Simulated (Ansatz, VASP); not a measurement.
AlCo3 in VASP and in Ansatz

The input INCAR:

```
ALGO     = Normal         # electronic algorithm
EDIFF    = 1E-7           # SCF threshold, eV
ENCUT    = 520            # plane-wave cutoff, eV
GGA      = PS             # functional
ISIF     = 2              # what is computed and relaxed
ISMEAR   = 1              # smearing method
ISPIN    = 2              # spin polarisation
LASPH    = True           # aspherical terms in the spheres
LCHARG   = True           # write CHGCAR
LELF     = True           # ELF
LMAXMIX  = 4              # l up to which the mixer works
LORBIT   = 11             # projections on sites
LREAL    = False          # projectors in reciprocal space
LVHAR    = True         
LWAVE    = False          # write WAVECAR
MAGMOM   = 0 1.48 1.48 1.48 # initial moments
NBANDS   = 27             # bands
NELM     = 150            # most SCF steps
PREC     = Accurate       # precision mode
SIGMA    = 0.1            # smearing width, eV
```

The input KPOINTS:

```
k-points
0
Gamma
  12 12 12
```

File POSCAR:

```
AlCo3
1.0
    3.5749480000      0.0000000000      0.0000000000
    0.0000000000      3.5749480000      0.0000000000
    0.0000000000      0.0000000000      3.5749480000
Al Co
1 3
Direct
    0.0000000000      0.0000000000      0.0000000000
    0.5000000000      0.5000000000      0.0000000000
    0.5000000000      0.0000000000      0.5000000000
    0.0000000000      0.5000000000      0.5000000000
```

Input for Ansatz:

```yaml
crystal:
  lattice:
    - [3.574948, 0.0, 0.0]
    - [0.0, 3.574948, 0.0]
    - [0.0, 0.0, 3.574948]
  atoms:
    - { symbol: Al, position: [0.0, 0.0, 0.0] }
    - { symbol: Co, position: [0.5, 0.5, 0.0], spin: 1.48 }
    - { symbol: Co, position: [0.5, 0.0, 0.5], spin: 1.48 }
    - { symbol: Co, position: [0.0, 0.5, 0.5], spin: 1.48 }
basis:
  ecutwfc: 420
kpoints:
  mp_grid: { grid: [12, 12, 12] }
hamiltonian:
  xc: pbesol
scf:
  occupations: { method: methfessel_paxton, width: 0.1 }
output:
  forces: true
  stress: true
  eigenvalues: true
  populations: true
magnetization:
  spin_polarized: true
```

Alike in both runs: task single point; functional PBEsol; k mesh 12 × 12 × 12; occupations methfessel-paxton of order 1, width 0.1 eV; collinear spin.

|  | VASP | Ansatz |
| --- | --- | --- |
| version | VASP 6.6.1 | Ansatz 0.2.0 |
| potentials or method | VASP PAW PBE potentials, release 64 (Al, Co), cutoff 520 eV | scalar-relativistic, plane waves, PAW |
| valence electrons in the cell | 30 | 54 |

|  | VASP | Ansatz | Ansatz less VASP |
| --- | --- | --- | --- |
| gap on the k mesh at the Fermi level (eV) | none | none | - |
| pressure (GPa) | -7.6 | -7.5 | +0.19 |
| net moment per atom (μB) | 0.97 | 0.97 | +0.004 |
| size of the moment on the site where the two differ most (μB) | 1.32 | 1.35 | +0.025 |

VASP's potentials were made for PBE, not for PBEsol. Site moments also hang on the region over which each program counts them. A gap of «none» marks a metal or a gap that the smearing closes. VASP's potentials hold 30 valence electrons a cell and Ansatz's 54, so a difference there can come from the potentials and not from the codes. Ansatz's warnings: stability check not made.
